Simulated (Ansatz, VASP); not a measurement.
**MgS in VASP and in Ansatz**

```
CELL_PARAMETERS angstrom
4.02866 0.00000 0.00000
-2.01433 3.48893 0.00000
0.00000 0.00000 6.45422
ATOMIC_POSITIONS crystal
Mg 0.66667 0.33333 0.49712
Mg 0.33333 0.66667 0.99712
S 0.33333 0.66667 0.37788
S 0.66667 0.33333 0.87788
```

Alike in both runs: task single point; functional PBE; k mesh 6 × 6 × 4; no spin polarisation.

|  | VASP | Ansatz |
| --- | --- | --- |
| version | VASP 6.6.1 | Ansatz 0.2.0 |
| potentials or method | VASP PAW PBE potentials, release 64 (Mg, S) | plane waves, PAW |
| plane-wave cutoff (eV) | 520 | 420 |
| occupations | gaussian, width 0.01 eV | fixed |
| valence electrons in the cell | 16 | 32 |

|  | VASP | Ansatz | Ansatz less VASP |
| --- | --- | --- | --- |
| gap on the k mesh at the Fermi level (eV) | 3.46 | 3.47 | +0.008 |
| pressure (GPa) | 0.9 | 1.1 | +0.15 |

VASP's potentials hold 16 valence electrons a cell and Ansatz's 32, so a difference there can come from the potentials and not from the codes.
